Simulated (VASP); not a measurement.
Write the native input for VASP 6.6.1 that does the following.

```yaml
Task: single point
Functional: HSE06
Potentials_or_basis: VASP PAW PBE potentials, release 64 (Si, Al, C, N)
Cutoff: 520 eV
k_mesh: 1 × 1 × 1
Occupations: fermi-dirac, width 0.05 eV
Spin: no spin polarisation
Dipole_correction: no
Grid_for_exact_exchange_PRECFOCK: Fast
Further_INCAR_settings: LREAL = Auto; ALGO = Normal; EDIFF = 1e-06; NBANDS = 246
Share_of_exact_exchange: 0.25
Screening_parameter: 0.2079 1/Å
```

Crystal: Al3Si13C13N3.

```
CELL_PARAMETERS angstrom
9.25528 0.00000 0.00000
0.00000 10.70596 0.00000
0.00000 0.00000 10.08779
ATOMIC_POSITIONS crystal
Si 0.16663 0.08203 0.24971
Si 0.16719 0.08220 0.75117
Si 0.00120 0.33505 0.25038
Si 0.00016 0.33303 0.75077
Si 0.49856 0.08323 0.24782
Si 0.49704 0.08416 0.75004
Si 0.33093 0.33148 0.75003
Si 0.16887 0.58324 0.25021
Si 0.16458 0.58242 0.75107
Si 0.00149 0.83461 0.24708
Si 0.99897 0.83447 0.75368
Si 0.83467 0.08320 0.75489
Si 0.66557 0.33424 0.24830
Si 0.66686 0.33368 0.74733
Si 0.50263 0.58176 0.24991
Si 0.50073 0.58103 0.74921
Si 0.33465 0.83534 0.74836
Si 0.82820 0.58143 0.25185
Si 0.83311 0.58131 0.75133
Si 0.66776 0.83670 0.75206
Si 0.00305 0.16711 0.00670
Si 0.33243 0.16542 0.00365
Si 0.16867 0.41857 0.49579
Si 0.16465 0.41804 0.00301
Si 0.99916 0.66331 0.00464
Si 0.66560 0.16490 0.49588
Si 0.66401 0.16609 0.00382
Si 0.49715 0.41488 0.49840
Si 0.49624 0.41648 0.00231
Si 0.33524 0.66577 0.49296
Si 0.33301 0.66593 0.00286
Si 0.16762 0.91563 0.49407
Si 0.16967 0.91625 0.00315
Si 0.83273 0.41737 0.49629
Si 0.83759 0.41700 0.00247
Si 0.66489 0.66747 0.49795
Si 0.50263 0.91568 0.49778
Si 0.50280 0.92099 0.00249
Si 0.83022 0.91822 0.00366
Al 0.33145 0.33366 0.24984
Al 0.83268 0.08627 0.25036
Al 0.33692 0.83384 0.24912
Al 0.66440 0.83102 0.25053
Al 0.99991 0.16746 0.49453
Al 0.33292 0.16473 0.49564
Al 0.99846 0.66900 0.49312
Al 0.66635 0.66654 0.00220
Al 0.83222 0.91963 0.49925
C 0.00692 0.17125 0.18912
C 0.33119 0.15958 0.18618
C 0.32919 0.16596 0.69534
C 0.15679 0.42336 0.18466
C 0.16374 0.41929 0.68808
C 0.99751 0.66913 0.19055
C 0.66004 0.17256 0.18463
C 0.66989 0.16687 0.68864
C 0.50805 0.42016 0.18194
C 0.49950 0.41691 0.69214
C 0.33593 0.65821 0.18384
C 0.15704 0.91732 0.18359
C 0.16242 0.91233 0.68786
C 0.83345 0.41492 0.18699
C 0.83459 0.41568 0.68813
C 0.66653 0.65897 0.19211
C 0.66634 0.66690 0.69237
C 0.50332 0.92456 0.18155
C 0.49997 0.91646 0.68884
C 0.83936 0.91759 0.69746
C 0.16285 0.07267 0.43359
C 0.16371 0.07961 0.93670
C 0.99982 0.34171 0.43738
C 0.99938 0.33057 0.93610
C 0.50951 0.07815 0.43480
C 0.50052 0.08765 0.93566
C 0.33280 0.33968 0.44470
C 0.33242 0.33470 0.93823
C 0.17279 0.58443 0.43898
C 0.16687 0.58754 0.93518
C 0.83523 0.08578 0.94231
C 0.66614 0.33188 0.43808
C 0.50005 0.58160 0.44239
C 0.33310 0.83053 0.44943
C 0.33456 0.83021 0.93465
C 0.82562 0.58112 0.43973
C 0.84149 0.57887 0.93402
C 0.66371 0.82957 0.44525
C 0.66846 0.84027 0.93717
N 0.99957 0.16628 0.69649
N 0.00147 0.67083 0.69666
N 0.33186 0.66425 0.69123
N 0.84324 0.91306 0.18285
N 0.00380 0.83840 0.42885
N 0.99880 0.83116 0.93954
N 0.82641 0.08782 0.44200
N 0.66658 0.33629 0.93509
N 0.49057 0.57790 0.93034
```

These files were run (other wordings do the same):

POSCAR

```
Al3Si13C13N3
1.0
    9.2552800000      0.0000000000      0.0000000000
    0.0000000000     10.7059580000      0.0000000000
    0.0000000000      0.0000000000     10.0877950000
Si Al C N
39 9 39 9
Direct
    0.1666320000      0.0820310000      0.2497060000
    0.1671940000      0.0822000000      0.7511690000
    0.0011950000      0.3350550000      0.2503780000
    0.0001580000      0.3330320000      0.7507730000
    0.4985550000      0.0832270000      0.2478190000
    0.4970420000      0.0841570000      0.7500360000
    0.3309300000      0.3314840000      0.7500340000
    0.1688660000      0.5832390000      0.2502100000
    0.1645830000      0.5824240000      0.7510660000
    0.0014880000      0.8346080000      0.2470810000
    0.9989680000      0.8344710000      0.7536770000
    0.8346660000      0.0831950000      0.7548940000
    0.6655690000      0.3342380000      0.2483010000
    0.6668640000      0.3336760000      0.7473320000
    0.5026260000      0.5817630000      0.2499090000
    0.5007300000      0.5810260000      0.7492050000
    0.3346500000      0.8353360000      0.7483610000
    0.8282020000      0.5814260000      0.2518520000
    0.8331130000      0.5813130000      0.7513340000
    0.6677610000      0.8366960000      0.7520610000
    0.0030540000      0.1671090000      0.0067010000
    0.3324350000      0.1654160000      0.0036480000
    0.1686660000      0.4185700000      0.4957880000
    0.1646510000      0.4180420000      0.0030060000
    0.9991550000      0.6633120000      0.0046370000
    0.6656010000      0.1649020000      0.4958820000
    0.6640100000      0.1660880000      0.0038160000
    0.4971470000      0.4148830000      0.4984010000
    0.4962450000      0.4164780000      0.0023120000
    0.3352370000      0.6657670000      0.4929570000
    0.3330110000      0.6659330000      0.0028560000
    0.1676220000      0.9156330000      0.4940700000
    0.1696740000      0.9162510000      0.0031470000
    0.8327270000      0.4173670000      0.4962940000
    0.8375850000      0.4169990000      0.0024690000
    0.6648930000      0.6674680000      0.4979520000
    0.5026280000      0.9156830000      0.4977770000
    0.5028010000      0.9209900000      0.0024940000
    0.8302210000      0.9182230000      0.0036650000
    0.3314520000      0.3336610000      0.2498350000
    0.8326750000      0.0862730000      0.2503560000
    0.3369210000      0.8338370000      0.2491180000
    0.6643990000      0.8310230000      0.2505320000
    0.9999140000      0.1674580000      0.4945320000
    0.3329160000      0.1647320000      0.4956360000
    0.9984590000      0.6689990000      0.4931230000
    0.6663540000      0.6665400000      0.0022020000
    0.8322220000      0.9196280000      0.4992540000
    0.0069230000      0.1712490000      0.1891230000
    0.3311850000      0.1595840000      0.1861750000
    0.3291890000      0.1659610000      0.6953400000
    0.1567890000      0.4233650000      0.1846590000
    0.1637380000      0.4192880000      0.6880830000
    0.9975070000      0.6691280000      0.1905540000
    0.6600370000      0.1725590000      0.1846250000
    0.6698880000      0.1668710000      0.6886440000
    0.5080530000      0.4201560000      0.1819400000
    0.4994970000      0.4169140000      0.6921420000
    0.3359270000      0.6582060000      0.1838390000
    0.1570420000      0.9173230000      0.1835890000
    0.1624200000      0.9123280000      0.6878610000
    0.8334530000      0.4149160000      0.1869930000
    0.8345870000      0.4156800000      0.6881270000
    0.6665260000      0.6589720000      0.1921120000
    0.6663400000      0.6668970000      0.6923750000
    0.5033180000      0.9245650000      0.1815510000
    0.4999660000      0.9164610000      0.6888400000
    0.8393610000      0.9175870000      0.6974630000
    0.1628530000      0.0726660000      0.4335880000
    0.1637110000      0.0796080000      0.9366950000
    0.9998200000      0.3417120000      0.4373830000
    0.9993790000      0.3305700000      0.9361010000
    0.5095100000      0.0781480000      0.4347990000
    0.5005200000      0.0876470000      0.9356550000
    0.3328040000      0.3396770000      0.4446990000
    0.3324180000      0.3347020000      0.9382290000
    0.1727910000      0.5844270000      0.4389840000
    0.1668670000      0.5875390000      0.9351770000
    0.8352280000      0.0857830000      0.9423090000
    0.6661410000      0.3318760000      0.4380790000
    0.5000460000      0.5815960000      0.4423950000
    0.3331000000      0.8305320000      0.4494280000
    0.3345570000      0.8302120000      0.9346520000
    0.8256160000      0.5811150000      0.4397290000
    0.8414910000      0.5788690000      0.9340160000
    0.6637110000      0.8295740000      0.4452540000
    0.6684610000      0.8402710000      0.9371710000
    0.9995720000      0.1662790000      0.6964930000
    0.0014670000      0.6708300000      0.6966580000
    0.3318590000      0.6642510000      0.6912260000
    0.8432440000      0.9130620000      0.1828510000
    0.0037980000      0.8383980000      0.4288540000
    0.9987990000      0.8311640000      0.9395450000
    0.8264100000      0.0878170000      0.4420000000
    0.6665800000      0.3362920000      0.9350870000
    0.4905700000      0.5779010000      0.9303380000
```

INCAR.step1

```
PREC = Accurate ; ENCUT = 520
EDIFF = 1E-5 ; ISMEAR = -1
SIGMA = 0.05 ; LREAL = Auto
LASPH = T ; NELM = 100
ALGO = Normal ; ISIF = 2
LWAVE = T ; LCHARG = F
GGA = PE ; NBANDS = 246
LUSENCCL = F
```

INCAR.step2

```
PREC = Accurate ; ENCUT = 520
EDIFF = 1E-6 ; ISMEAR = -1
SIGMA = 0.05 ; LREAL = Auto
LASPH = T ; NELM = 100
ALGO = Normal ; ISIF = 2
LWAVE = F ; LCHARG = F
GGA = PE ; LHFCALC = T
HFSCREEN = 0.2079 ; PRECFOCK = Fast
ISTART = 1 ; NBANDS = 246
LUSENCCL = F
```

KPOINTS

```
Automatic mesh
0
Gamma
  1 1 1
```

Potentials or basis: VASP PAW PBE potentials, release 64 (Si, Al, C, N).

Run with:

```console
$ cat potpaw_PBE.64/Si/POTCAR potpaw_PBE.64/Al/POTCAR potpaw_PBE.64/C/POTCAR potpaw_PBE.64/N/POTCAR > POTCAR
$ cp INCAR.step1 INCAR
$ mpirun -np 1 vasp_gam > vasp.out
$ cp INCAR.step2 INCAR
$ mpirun -np 1 vasp_gam > vasp.out
```

It gave:

```
Pressure               : -1.7 GPa
Largest force          : 0.296 eV/Å
Band gap on the k mesh : 2.96 eV
```

Caveat: the k points lie up to 0.68 Å⁻¹ apart; the PAW data sets were made with another functional, which shifts forces and pressure a little.

Run time: 4.1 min on 1 × NVIDIA H100 80GB with 1 thread of Intel(R) Xeon(R) Platinum 8481C CPU @ 2.70GHz (Sapphire Rapids), with other jobs on the host, peak memory 1.7 GiB.
